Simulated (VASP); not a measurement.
CsSnI3, 5 atoms in the cell. It takes space group Pm-3m (No. 221, cubic). The conventional cell has a = 6.286 Å, b = 6.286 Å, c = 6.286 Å, α = 90.00°, β = 90.00°, γ = 90.00°. Within 5.8 Å of Cs (site symmetry m-3m) lie 12 I at 4.45 Å and 8 Sn at 5.44 Å. Within 4.1 Å of Sn (site symmetry m-3m) lie 6 I at 3.14 Å. Within 4.1 Å of I (site symmetry 4/mmm) lie 2 Sn at 3.14 Å. 

| Item | Value |
| --- | --- |
| Program | VASP 6.6.1 |
| Task | electric field gradients |
| Functional | PBE |
| Potentials or basis | VASP PAW PBE potentials, release 64 (Cs_sv, Sn_d, I) |
| Cutoff | 520 eV |
| k mesh | 5 × 5 × 5 |
| Occupations | fermi-dirac, width 0.02 eV |
| Spin | no spin polarisation |
| Dipole correction | no |
| Further INCAR settings | ALGO = Normal; EDIFF = 1e-08; NBANDS = 30 |

Potentials or basis: VASP PAW PBE potentials, release 64 (Cs_sv, Sn_d, I).

Launch:

```sh
$ cat potpaw_PBE.64/Cs_sv/POTCAR potpaw_PBE.64/Sn_d/POTCAR potpaw_PBE.64/I/POTCAR > POTCAR
$ mpirun -np 1 vasp_std > vasp.out
```

Hardware: 1 thread of Intel(R) Xeon(R) Platinum 8259CL CPU @ 2.50GHz (Skylake/Cascade Lake) (shared host).

Task: How long does it take, and how much memory?

Result: Wall time 85 s on 1 thread of Intel(R) Xeon(R) Platinum 8259CL CPU @ 2.50GHz (Skylake/Cascade Lake), on a shared host, peak memory 0.36 GiB. Counts: scf iterations 18, k points 10.
